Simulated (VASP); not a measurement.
## Rh: single point with PBEsol

Crystal: Rh.

```xyz
1
Lattice="0.0000 1.8979 1.8979 1.8979 0.0000 1.8979 1.8979 1.8979 0.0000" Properties=species:S:1:pos:R:3 pbc="T T T"
Rh    0.0000    0.0000    0.0000
```

* Program: VASP 6.6.1
* Task: single point
* Functional: PBEsol
* Potentials or basis: VASP PAW PBE potentials, release 64 (Rh_pv)
* Cutoff: 500 eV
* k mesh: 12 × 12 × 12
* Occupations: methfessel-paxton, width 0.3 eV
* Spin: no spin polarisation

```json
{
 "Pressure": "-4.0 GPa",
 "Band gap on the k mesh": "zero (an odd number of electrons rules out a gap without spin polarisation)"
}
```

Levels at points of the mesh, in eV from the Fermi level:
```tsv
k point	band 4	band 5	band 6	band 7	band 8	band 9	band 10	band 11
(0.00, 0.00, 0.00)	-8.08	-3.12	-3.12	-3.12	-0.99	-0.99	15.95	20.32
(0.50, 0.00, 0.00)	-6.21	-3.19	-3.19	0.58	0.58	0.66	8.65	15.45
(0.50, 0.50, 0.00)	-6.39	-6.02	0.56	1.00	1.00	3.20	12.30	13.28
```

Run time: 7.8 s on 1 thread of Intel(R) Xeon(R) Platinum 8488C (Sapphire Rapids) (shared host), peak memory 0.13 GiB.

Caveat: the cell stands under tension; so wide a smearing shifts energies and pressures; the PAW data sets were made with another functional, which shifts forces and pressure a little.
